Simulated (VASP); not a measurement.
Write the native input for VASP 6.6.1 that does the following.

| Item | Value |
| --- | --- |
| Task | single point |
| Functional | BLYP |
| Potentials or basis | VASP PAW PBE potentials, release 64 (Sb, Pb_d) |
| Cutoff | 520 eV |
| k mesh | 10 × 10 × 6 |
| Occupations | fermi-dirac, width 0.1 eV |
| Spin | no spin polarisation |
| Dipole correction | no |
| Further INCAR settings | ALGO = Normal; EDIFF = 1e-06; NBANDS = 16 |

The structure of SbPb lies in POSCAR:

```
SbPb
1.0
    2.0758210000     -2.6803290000      0.0000000000
    2.0758210000      2.6803290000      0.0000000000
    0.0000000000      0.0000000000      5.4534750000
Sb Pb
1 1
Direct
    0.5000000000      0.5000000000      0.5000000000
    0.0000000000      0.0000000000      0.0000000000
```

One way to write it, as run:

INCAR

```
SYSTEM = SbPb
PREC = Accurate ; ENCUT = 520
EDIFF = 1E-6 ; ISMEAR = -1
SIGMA = 0.1 ; LREAL = .FALSE.
LASPH = .TRUE. ; NELM = 80
ALGO = Normal ; ISIF = 2
LWAVE = .FALSE. ; LCHARG = .FALSE.
GGA = B5 ; ALDAX = 1.0
AGGAX = 1.0 ; AGGAC = 1.0
ALDAC = 0.0 ; NBANDS = 16
```

KPOINTS

```
Automatic mesh
0
G
  10 10 6
  0 0 0
```

Potentials or basis: VASP PAW PBE potentials, release 64 (Sb, Pb_d).

Launch:

```bash
$ cat potpaw_PBE.64/Sb/POTCAR potpaw_PBE.64/Pb_d/POTCAR > POTCAR
$ mpirun -np 1 vasp_std > vasp.out
```

It gave:

| Quantity | Value |
| --- | --- |
| Pressure | 3.4 GPa |

Caveat: the PAW data sets were made with another functional, which shifts forces and pressure a little.

Wall time 95 s on 1 thread of AMD EPYC 7R43 64-Core Processor (Zen 3) (shared host), peak memory 0.22 GiB.
